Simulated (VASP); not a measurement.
# TaRu in VASP: a series of runs

The runs below take TaRu through single point, with LDA.

Everything below comes from runs of VASP 6.6.1. Logs are shortened: lines on timing, memory, paths and dates and some standing lists are left out, and cuts for length are marked.

## (1) The cell of the first run

It takes space group Pm-3m (No. 221, cubic). Conventional cell: a = 3.229 Å, b = 3.229 Å, c = 3.229 Å, α = 90.00°, β = 90.00°, γ = 90.00°. Within 3.7 Å of Ta (site symmetry m-3m) lie 8 Ru at 2.80 Å and 6 Ta at 3.23 Å. Within 3.7 Å of Ru (site symmetry m-3m) lie 8 Ta at 2.80 Å and 6 Ru at 3.23 Å.

## (2) Single point, LDA (volume scaled by 1.04)

INCAR

```
SYSTEM = TaRu
ALGO = Normal
EDIFF = 1E-7
ENCUT = 520
GGA = CA
ISIF = 2
ISMEAR = -1
LASPH = .True.
LCHARG = .False.
LREAL = .False.
LWAVE = .False.
NBANDS = 20
NELM = 100
PREC = Accurate
SIGMA = 0.03
```

KPOINTS

```
k-points
0
Gamma
  13 13 13
  0 0 0
```

POSCAR

```
TaRu
1.0
    3.2289390200      0.0000000000      0.0000000000
    0.0000000000      3.2289390200      0.0000000000
    0.0000000000      0.0000000000      3.2289390200
Ta Ru
1 1
Direct
    0.5000000000      0.5000000000      0.5000000000
    0.0000000000      0.0000000000      0.0000000000
```

Potentials or basis: VASP PAW LDA potentials, release 64 (Ta_pv, Ru_pv).

Launch:

```sh
$ cat potpaw_LDA.64/Ta_pv/POTCAR potpaw_LDA.64/Ru_pv/POTCAR > POTCAR
$ mpirun -np 1 vasp_std > vasp.out
```

OUTCAR:

```text
SYSTEM = TaRu
   EDIFF = 1E-7
   ENCUT = 520
   GGA = CA
   ISIF = 2
   ISMEAR = -1
   LASPH = .True.
   LREAL = .False.
   NELM = 100
   PREC = Accurate

 ion  position               nearest neighbor table
   1  0.500  0.500  0.500-   2 2.80   2 2.80   2 2.80   2 2.80   2 2.80   2 2.80   2 2.80   2 2.80

   2  0.000  0.000  0.000-   1 2.80   1 2.80   1 2.80   1 2.80   1 2.80   1 2.80   1 2.80   1 2.80

  LATTYP: Found a simple cubic cell.
 ALAT       =     3.2289390200

  Lattice vectors:

 A1 = (   3.2289390200,   0.0000000000,   0.0000000000)
 A2 = (   0.0000000000,   3.2289390200,   0.0000000000)
 A3 = (   0.0000000000,   0.0000000000,   3.2289390200)

Analysis of symmetry for initial positions (statically):
=====================================================================
 Subroutine PRICEL returns:
 Original cell was already a primitive cell.

 Routine SETGRP: Setting up the symmetry group for a
 simple cubic supercell.

 Subroutine GETGRP returns: Found 48 space group operations
 (whereof 48 operations were pure point group operations)
 out of a pool of 48 trial point group operations.

The static configuration has the point symmetry O_h .

Analysis of symmetry for dynamics (positions and initial velocities):
=====================================================================
 Subroutine PRICEL returns:
 Original cell was already a primitive cell.

 Routine SETGRP: Setting up the symmetry group for a
 simple cubic supercell.

 Subroutine GETGRP returns: Found 48 space group operations
 (whereof 48 operations were pure point group operations)
 out of a pool of 48 trial point group operations.

The dynamic configuration has the point symmetry O_h .

 Subroutine INISYM returns: Found 48 space group operations
 (whereof 48 operations are pure point group operations),
 and found     1 'primitive' translations

----------------------------------------------------------------------------------------

                                     Primitive cell

  volume of cell :      33.6651

  direct lattice vectors                    reciprocal lattice vectors
     3.228939020  0.000000000  0.000000000     0.309699252  0.000000000  0.000000000
     0.000000000  3.228939020  0.000000000     0.000000000  0.309699252  0.000000000
     0.000000000  0.000000000  3.228939020     0.000000000  0.000000000  0.309699252

  length of vectors
     3.228939020  3.228939020  3.228939020     0.309699252  0.309699252  0.309699252

  position of ions in fractional coordinates (direct lattice)
     0.500000000  0.500000000  0.500000000
     0.000000000  0.000000000  0.000000000

  ion indices of the primitive-cell ions
   primitive index   ion index
                 1           1
                 2           2

----------------------------------------------------------------------------------------

 KPOINTS: k-points

Automatic generation of k-mesh.
 Grid dimensions read from file:
 generate k-points for:   13   13   13

 Generating k-lattice:

  Cartesian coordinates                     Fractional coordinates (reciprocal lattice)
     0.023823019  0.000000000  0.000000000     0.076923077  0.000000000  0.000000000
     0.000000000  0.023823019  0.000000000     0.000000000  0.076923077  0.000000000
     0.000000000  0.000000000  0.023823019     0.000000000  0.000000000  0.076923077

  Length of vectors
     0.023823019  0.023823019  0.023823019

  Shift w.r.t. Gamma in fractional coordinates (k-lattice)
     0.000000000  0.000000000  0.000000000

 Subroutine IBZKPT returns following result:
 ===========================================

 Found     84 irreducible k-points:

 Following reciprocal coordinates:
            Coordinates               Weight
  0.000000  0.000000  0.000000      1.000000
  0.076923  0.000000  0.000000      6.000000
  0.153846  0.000000  0.000000      6.000000
  0.230769  0.000000  0.000000      6.000000
  0.307692  0.000000  0.000000      6.000000
  0.384615  0.000000  0.000000      6.000000
[... 16 lines left out ...]
  0.307692  0.307692  0.000000     12.000000
  0.384615  0.307692  0.000000     24.000000
 [... further k-points ...]
   k-points           NKPTS =     84   k-points in BZ     NKDIM =     84   number of bands    NBANDS=     20
   number of dos      NEDOS =    301   number of ions     NIONS =      2
   total plane-waves  NPLWV =  13824
   dimension x,y,z NGX =    24 NGY =   24 NGZ =   24
   dimension x,y,z NGXF=    48 NGYF=   48 NGZF=   48
   ions per type =               1   1
   NGX,Y,Z   is equivalent  to a cutoff of  12.36, 12.36, 12.36 a.u.
   NGXF,Y,Z  is equivalent  to a cutoff of  24.71, 24.71, 24.71 a.u.
 SYSTEM =  TaRu
   PREC   = accura    normal or accurate (medium, high low for compatibility)
   ISTART =      0    job   : 0-new  1-cont  2-samecut
   ICHARG =      2    charge: 1-file 2-atom 10-const
   ISPIN  =      1    spin polarized calculation?
   LNONCOLLINEAR =      F non collinear calculations
   LSORBIT =      F    spin-orbit coupling
   LASPH  =      T    aspherical Exc in radial PAW
   ENCUT  =  520.0 eV  38.22 Ry    6.18 a.u.   6.00  6.00  6.00*2*pi/ulx,y,z
   NELM   =    100;   NELMIN=  2; NELMDL= -5     # of ELM steps
   EDIFF  = 0.1E-06   stopping-criterion for ELM
   LREAL  =      F    real-space projection
   EDIFFG = 0.1E-05   stopping-criterion for IOM
   NSW    =      0    number of steps for IOM
   IBRION =     -1    ionic relax: 0-MD 1-quasi-New 2-CG
   NFREE  =      0    steps in history (QN), initial steepest desc. (CG)
   ISIF   =      2    stress and relaxation
   ISYM   =      2    0-nonsym 1-usesym 2-fastsym
   POTIM  = 0.5000    time-step for ionic-motion
   TEBEG  =    0.0;   TEEND  =   0.0 temperature during run
   PSTRESS=    0.0 pullay stress
   NELECT =      25.0000    total number of electrons
   NUPDOWN=      -1.0000    fix difference up-down
   EMIN   =  10.00;   EMAX   =-10.00  energy-range for DOS
   EFERMI =   0.00;   METHOD = LEGACY
   ISMEAR =    -1;   SIGMA  =   0.03  broadening in eV -4-tet -1-fermi 0-gaus
   EFERMI_NEDOS =   21; number of points for ismear=-14 and -15
   IALGO  =     38    algorithm
   IMIX   =      4    mixing-type and parameters
     AMIX     =   0.40;   BMIX     =  1.00
     AMIX_MAG =   1.60;   BMIX_MAG =  1.00
  volume/ion in A,a.u.               =      16.83       113.59
  Fermi-wavevector in a.u.,A,eV,Ry     =   1.482501  2.801521 29.903009  2.197809
  Thomas-Fermi vector in A             =   2.596279
   LORBIT       =      0    0 simple, 1 ext, 2 COOP (PROOUT), +10 PAW based schemes
   GGA     = CA    functional components
   LHFCALC =     F    Hartree Fock is set to
   AEXX    =    0.0000 exact exchange contribution
   IVDW    =     0    specifies the selected vdW correction
   LEPSILON=     F    determine dielectric tensor
   LRPA    =     F    only Hartree local field effects (RPA)
 non-spin polarized calculation
  energy-cutoff  :      520.00
  volume of cell :       33.67
 maximum number of plane-waves:       926
   NGX = 13   NGY = 13   NGZ = 13

 number of electron      25.0000010 magnetization

 Free energy of the ion-electron system (eV)
  ---------------------------------------------------
  ext. energy  EPLUGINS =         0.00000000
  ---------------------------------------------------
  free energy    TOTEN  =       -23.74843726 eV

  energy without entropy =      -23.73706977  energy(sigma->0) =      -23.74275351

 E-fermi :   8.6452     XC(G=0): -13.1363

 val. band max:        8.6326447455   @ k =   0.3846   0.1538   0.0000
 cond. band min:       8.6507426879   @ k =   0.4615   0.0000   0.0000
 fundamental gap:      0.0180979424
 Fermi energy:         8.6452092451

 k-point     1 :       0.0000    0.0000    0.0000
  band No.  band energies     occupation
      1     -34.2244      2.00000
      2     -34.2244      2.00000
      3     -34.2244      2.00000
      4     -26.2932      2.00000
      5     -26.2932      2.00000
      6     -26.2932      2.00000
[... 12 lines left out ...]
     19      16.3761      0.00000
     20      16.3761      0.00000

 k-point     2 :       0.0769    0.0000    0.0000
  band No.  band energies     occupation
      1     -34.2290      2.00000
      2     -34.2236      2.00000
      3     -34.2236      2.00000
      4     -26.3095      2.00000
      5     -26.2931      2.00000
      6     -26.2931      2.00000
[... 12 lines left out ...]
     19      16.9160      0.00000
     20      16.9160      0.00000

 k-point     3 :       0.1538    0.0000    0.0000
  band No.  band energies     occupation
      1     -34.2417      2.00000
      2     -34.2212      2.00000
      3     -34.2212      2.00000
      4     -26.3544      2.00000
      5     -26.2929      2.00000
      6     -26.2929      2.00000
[... 12 lines left out ...]
     19      18.1548      0.00000
     20      18.1548      0.00000

 k-point     4 :       0.2308    0.0000    0.0000
  band No.  band energies     occupation
      1     -34.2595      2.00000
      2     -34.2179      2.00000
      3     -34.2179      2.00000
      4     -26.4172      2.00000
      5     -26.2925      2.00000
      6     -26.2925      2.00000
[... 12 lines left out ...]
     19      18.7050      0.00000
     20      19.6912      0.00000

 k-point     5 :       0.3077    0.0000    0.0000
  band No.  band energies     occupation
      1     -34.2783      2.00000
      2     -34.2144      2.00000
      3     -34.2144      2.00000
      4     -26.4831      2.00000
      5     -26.2922      2.00000
      6     -26.2922      2.00000
[... 12 lines left out ...]
     19      18.7050      0.00000
     20      20.4895      0.00000

 k-point     6 :       0.3846    0.0000    0.0000
  band No.  band energies     occupation
      1     -34.2938      2.00000
      2     -34.2115      2.00000
      3     -34.2115      2.00000
      4     -26.5372      2.00000
      5     -26.2919      2.00000
      6     -26.2919      2.00000
[... 12 lines left out ...]
     19      18.7050      0.00000
     20      20.4891      0.00000

 k-point     7 :       0.4615    0.0000    0.0000
  band No.  band energies     occupation
      1     -34.3027      2.00000
      2     -34.2098      2.00000
      3     -34.2098      2.00000
      4     -26.5675      2.00000
      5     -26.2917      2.00000
      6     -26.2917      2.00000
[... 12 lines left out ...]
     19      18.7049      0.00000
     20      20.4889      0.00000
[... 277 lines left out ...]
 k-point    20 :       0.3077    0.2308    0.0000
  band No.  band energies     occupation
      1     -34.2797      2.00000
      2     -34.2553      2.00000
      3     -34.2098      2.00000
      4     -26.4658      2.00000
      5     -26.3933      2.00000
      6     -26.2843      2.00000
[... 12 lines left out ...]
     19      18.0204      0.00000
     20      18.7066      0.00000

 k-point    21 :       0.3846    0.2308    0.0000
  band No.  band energies     occupation
      1     -34.2965      2.00000
      2     -34.2552      2.00000
      3     -34.2074      2.00000
      4     -26.5121      2.00000
      5     -26.3895      2.00000
      6     -26.2820      2.00000
[... 12 lines left out ...]
     19      18.6996      0.00000
     20      18.8451      0.00000

 k-point    22 :       0.4615    0.2308    0.0000
  band No.  band energies     occupation
      1     -34.3061      2.00000
      2     -34.2549      2.00000
      3     -34.2060      2.00000
      4     -26.5385      2.00000
      5     -26.3869      2.00000
      6     -26.2806      2.00000
[... 12 lines left out ...]
     19      18.7042      0.00000
     20      19.3987      0.00000

 k-point    23 :       0.3077    0.3077    0.0000
  band No.  band energies     occupation
      1     -34.2836      2.00000
      2     -34.2741      2.00000
      3     -34.2072      2.00000
      4     -26.4654      2.00000
      5     -26.4381      2.00000
      6     -26.2801      2.00000
[... 12 lines left out ...]
     19      17.6219      0.00000
     20      18.7059      0.00000

 k-point    24 :       0.3846    0.3077    0.0000
  band No.  band energies     occupation
      1     -34.2981      2.00000
      2     -34.2785      2.00000
      3     -34.2052      2.00000
      4     -26.4989      2.00000
      5     -26.4411      2.00000
      6     -26.2765      2.00000
[... 12 lines left out ...]
     19      17.9072      0.00000
     20      18.7054      0.00000

 [... further k-points ...]
[... 5 lines left out ...]
  --------------------------------------------------------------------------------------
  -------------------------------------------------------------------------------------
  Total       -4.8828877     -4.8828877     -4.8828877     -0.0000000      0.0000000     -0.0000000
  in kB     -232.3848397   -232.3848397   -232.3848397     -0.0000000      0.0000000     -0.0000000
  external PRESSURE =    -232.3848397 kB  Pullay stress =       0.0000000 kB

 VOLUME and BASIS-vectors are now :
 -----------------------------------------------------------------------------
  energy-cutoff  :      520.00
  volume of cell :       33.67
      direct lattice vectors                 reciprocal lattice vectors
     3.228939020  0.000000000  0.000000000     0.309699252  0.000000000  0.000000000
     0.000000000  3.228939020  0.000000000     0.000000000  0.309699252  0.000000000
     0.000000000  0.000000000  3.228939020     0.000000000  0.000000000  0.309699252

 POSITION                                       TOTAL-FORCE (eV/Angst)
 -----------------------------------------------------------------------------------
      1.61447      1.61447      1.61447         0.000000      0.000000      0.000000
      0.00000      0.00000      0.00000         0.000000      0.000000      0.000000
 -----------------------------------------------------------------------------------
    total drift:                                0.000000      0.000000     -0.000000

  FREE ENERGIE OF THE ION-ELECTRON SYSTEM (eV)
  ---------------------------------------------------
  free  energy   TOTEN  =       -23.7484372598 eV

  energy  without entropy=      -23.7370697681  energy(sigma->0) =      -23.74275351
```

Run time: 86 s. Hardware: 1 thread of AMD EPYC 7R13, shared host; peak memory 0.14 GiB.

What came out:

```
Free energy : -23.7484 eV
Pressure    : -23.2 GPa
```

Caveat: spin-orbit coupling is left out, which moves the levels of the heavy elements.

(Continued in part 2 of 2.)
